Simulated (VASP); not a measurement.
Here is a VASP 6.6.1 calculation.

Contents of INCAR:

```
ALGO = Normal
DIPOL = 0.5 0.5 0.500
EDIFF = 1E-6
ENCUT = 520
GGA = RP
IDIPOL = 3
ISIF = 2
ISMEAR = 0
IVDW = 12
LASPH = True
LCHARG = False
LDIPOL = True
LREAL = False
LWAVE = False
NBANDS = 18
NELM = 80
PREC = Accurate
SIGMA = 0.02
```

The input KPOINTS:

```
k-points
0
Gamma
  9 9 1
```

The input POSCAR:

```
PtS2
1.0
    3.5832742325      0.0000000000      0.0000000000
   -1.7916371163      3.1032065141      0.0000000000
    0.0000000000      0.0000000000     30.8258735565
S Pt
2 1
Direct
    0.6666666667      0.3333333333      0.4608618264
    0.3333333333      0.6666666667      0.5391381736
    0.0000000000      0.0000000000      0.5000000000
```

Potentials or basis: VASP PAW PBE potentials, release 64 (S, Pt).

The run is started by

```bash
$ cat potpaw_PBE.64/S/POTCAR potpaw_PBE.64/Pt/POTCAR > POTCAR
$ mpirun -np 1 vasp_std > vasp.out
```

**Question.** Estimate the dispersion energy per atom.

**Answer.** -1.469 eV.

**Question.** Predict the band gap on the k mesh.

**Answer.** 1.86 eV, indirect (least direct gap 1.91 eV).

Forces in eV/Å, atoms in the order of the input:
```
S    0.000  0.000  0.499
S    0.000  0.000 -0.499
Pt   0.000  0.000  0.000
```

Caveat: three body term missing; the PAW data sets were made with another functional, which shifts forces and pressure a little; spin-orbit coupling is left out, which moves the levels of the heavy elements.
